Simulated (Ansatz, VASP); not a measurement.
# One calculation of SiPb, two programs

The input INCAR:

```
PREC = Accurate ; ENCUT = 600
EDIFF = 1E-6 ; ISMEAR = -1
SIGMA = 0.03 ; LREAL = False
LASPH = True ; NELM = 80
ALGO = Normal ; ISIF = 3
LWAVE = False ; LCHARG = False
GGA = PE ; IBRION = 2
NSW = 100 ; EDIFFG = -0.005
```

Contents of KPOINTS:

```
Automatic mesh
0
Gamma
  9 9 9
```

POSCAR

```
SiPb
1.0
    0.0000000000      3.2195088072      3.2195088072
    3.2195088072      0.0000000000      3.2195088072
    3.2195088072      3.2195088072      0.0000000000
Pb Si
1 1
Direct
    0.0000000000      0.0000000000      0.0000000000
    0.2500000000      0.2500000000      0.2500000000
```

Input for Ansatz:

```yaml
crystal:
  lattice:
    - [0.0, 3.2195088072, 3.2195088072]
    - [3.2195088072, 0.0, 3.2195088072]
    - [3.2195088072, 3.2195088072, 0.0]
  atoms:
    - { symbol: Pb, position: [0.0, 0.0, 0.0] }
    - { symbol: Si, position: [0.25, 0.25, 0.25] }
kpoints:
  mp_grid: { grid: [9, 9, 9] }
scf:
  occupations: { method: fermi_dirac, width: 0.03 }
hamiltonian:
  xc: pbe
  pseudopotentials: { kind: paw }
output:
  forces: true
  stress: true
relax:
  f_tol: 0.005
  max_steps: 80
  cell: {}
```

Alike in both runs: task relaxation of cell and atoms; functional PBE; k mesh 9 × 9 × 9; occupations fermi-dirac, width 0.03 eV; no spin polarisation.

```csv
,VASP,Ansatz
version,VASP 6.6.1,Ansatz 0.2.0
potentials or method,"VASP PAW PBE potentials, release 64 (Pb_d, Si)","PAW with Ansatz's default frozen-core files, scalar-relativistic"
plane-wave cutoff (eV),600,420
valence electrons in the cell,18,18
```

```tsv
	VASP	Ansatz	Ansatz less VASP
relaxed volume (Å³/atom)	31.07	31.08	+0.014
relaxed cell length with the largest relative difference (Å)	4.446	4.447	+0.0007
```

Neither program's run includes spin-orbit coupling.
